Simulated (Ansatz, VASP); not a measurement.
**ZnSe: VASP beside Ansatz**

```
CELL_PARAMETERS angstrom
0.00000 2.78376 2.78376
2.78376 0.00000 2.78376
2.78376 2.78376 0.00000
ATOMIC_POSITIONS crystal
Zn 0.00000 0.00000 0.00000
Se 0.25000 0.25000 0.25000
```

Alike in both runs: functional LDA; k mesh 8 × 8 × 8; occupations gaussian, width 0.02 eV; no spin polarisation.

Ansatz relaxed the structure, and its values are those at the end. VASP's run is a single point on that final structure, the one shown.

```csv
,VASP,Ansatz
version,VASP 6.6.1,Ansatz 0.2.0
potentials or method,"VASP PAW LDA potentials, release 64 (Zn, Se), cutoff 520 eV","scalar-relativistic, plane waves, PAW"
valence electrons in the cell,18,28
```

|  | VASP | Ansatz | Ansatz less VASP |
| --- | --- | --- | --- |
| gap on the k mesh at the Fermi level (eV) | 1.29 | 1.25 | -0.040 |
| least direct gap on the mesh (eV) | 1.29 | 1.25 | -0.040 |
| pressure (GPa) | 0.4 | 0.0 | -0.37 |

LDA's correlation is that of Perdew and Zunger in VASP and of Perdew and Wang (1992) in Ansatz. VASP's potentials hold 18 valence electrons a cell and Ansatz's 28, so a difference there can come from the potentials and not from the codes.
